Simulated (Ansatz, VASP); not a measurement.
GaN in VASP and in Ansatz

INCAR

```
SYSTEM = GaN
PREC = Accurate ; ENCUT = 520
EDIFF = 1E-7 ; ISMEAR = -1
SIGMA = 0.1 ; LREAL = .FALSE.
LASPH = .TRUE. ; NELM = 100
ALGO = Normal ; ISIF = 2
LWAVE = .FALSE. ; LCHARG = .TRUE.
GGA = PE ; LELF = .TRUE.
LVHAR = .TRUE. ; NBANDS = 26
```

KPOINTS

```
regular mesh
0
G
  13 13 7
  0 0 0
```

The input POSCAR:

```
GaN
1.0
    2.9852718579      0.0000000000      0.0000000000
   -1.4926359290      2.5853212661      0.0000000000
    0.0000000000      0.0000000000      4.8743068658
Ga N
2 2
Direct
    0.3333333333      0.6666666667      0.0002297029
    0.6666666667      0.3333333333      0.5002297029
    0.3333333333      0.6666666667      0.3757702971
    0.6666666667      0.3333333333      0.8757702971
```

Input for Ansatz:

```yaml
crystal:
  lattice:
    - [2.9852718579, 0.0, 0.0]
    - [-1.492635929, 2.5853212661, 0.0]
    - [0.0, 0.0, 4.8743068658]
  atoms:
    - { symbol: Ga, position: [0.3333333333, 0.6666666667, 0.0002297029] }
    - { symbol: Ga, position: [0.6666666667, 0.3333333333, 0.5002297029] }
    - { symbol: "N", position: [0.3333333333, 0.6666666667, 0.3757702971] }
    - { symbol: "N", position: [0.6666666667, 0.3333333333, 0.8757702971] }
kpoints:
  mp_grid: { grid: [13, 13, 7] }
scf:
  occupations: { method: fermi_dirac, width: 0.1 }
hamiltonian:
  xc: pbe
  pseudopotentials: { kind: all_electron, lapw: { basis_error: 0.001 } }
output:
  forces: true
  stress: true
  eigenvalues: true
  populations: true
```

Change from the starting cell: volume scaled by 0.8, LAPW.

Alike in both runs: task single point; functional PBE; k mesh 13 × 13 × 7; occupations fermi-dirac, width 0.1 eV; no spin polarisation.

```csv
,VASP,Ansatz
version,VASP 6.6.1,Ansatz 0.2.0
potentials or method,"VASP PAW PBE potentials, release 64 (Ga_d, N), cutoff 520 eV","all-electron LAPW, scalar-relativistic"
```

|  | VASP | Ansatz | Ansatz less VASP |
| --- | --- | --- | --- |
| pressure (GPa) | 62.1 | 62.4 | +0.23 |
| traceless stress, the component that is largest in VASP (GPa) | 0.07 | 0.01 | -0.055 |

Both programs put the cell under a high pressure, so it lies far from rest at this level. Ansatz ran all-electron here, and VASP with PAW potentials.

Noted on VASP's run: the cell as given lies far from equilibrium.
